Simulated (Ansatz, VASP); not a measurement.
# One calculation of Hg, two programs

Contents of INCAR:

```
SYSTEM = Hg
  PREC = Accurate
  ENCUT = 520
  EDIFF = 1E-6
  ISMEAR = 0
  SIGMA = 0.15
  LREAL = .False.
  LASPH = .True.
  NELM = 100
  ALGO = Fast
  ISIF = 2
  LWAVE = .False.
  LCHARG = .False.
  GGA = PS
  NBANDS = 12
```

The input KPOINTS:

```
Automatic mesh
0
Gamma
  21 21 21
  0 0 0
```

POSCAR

```
Hg
1.0
    1.7300004553      0.9988162286      2.2340000000
   -1.7300004553      0.9988162286      2.2340000000
    0.0000000000     -1.9976324571      2.2340000000
Hg
1
Direct
    0.0000000000      0.0000000000      0.0000000000
```

Input for Ansatz:

```yaml
crystal:
  lattice:
    - [1.7300004553, 0.9988162286, 2.234]
    - [-1.7300004553, 0.9988162286, 2.234]
    - [0.0, -1.9976324571, 2.234]
  atoms:
    - { symbol: Hg, position: [0.0, 0.0, 0.0] }
basis:
  ecutwfc: 420
kpoints:
  mp_grid: { grid: [21, 21, 21] }
hamiltonian:
  xc: pbesol
scf:
  occupations: { method: gaussian, width: 0.15 }
output:
  forces: true
  stress: true
  eigenvalues: true
```

Alike in both runs: task single point; functional PBEsol; k mesh 21 × 21 × 21; occupations gaussian, width 0.15 eV; no spin polarisation.

```csv
,VASP,Ansatz
version,VASP 6.6.1,Ansatz 0.2.0
potentials or method,"VASP PAW PBE potentials, release 64 (Hg), cutoff 520 eV","scalar-relativistic, plane waves, PAW"
valence electrons in the cell,12,20
```

Ansatz gave:

```
gap on the k mesh at the Fermi level (eV)                     : none
pressure (GPa)                                                : 0.9
traceless stress, the component that is largest in VASP (GPa) : -0.24
```

What did VASP give for the same quantities?

gap on the k mesh at the Fermi level (eV): none; pressure (GPa): 1.4; traceless stress, the component that is largest in VASP (GPa): -0.04.

VASP's potentials were made for PBE, not for PBEsol. A gap of «none» marks a metal or a gap that the smearing closes. With one functional, cell and mesh, what is left measures potentials, basis and numerics. VASP's potentials hold 12 valence electrons a cell and Ansatz's 20, so a difference there can come from the potentials and not from the codes.

Spin-orbit coupling is off throughout.
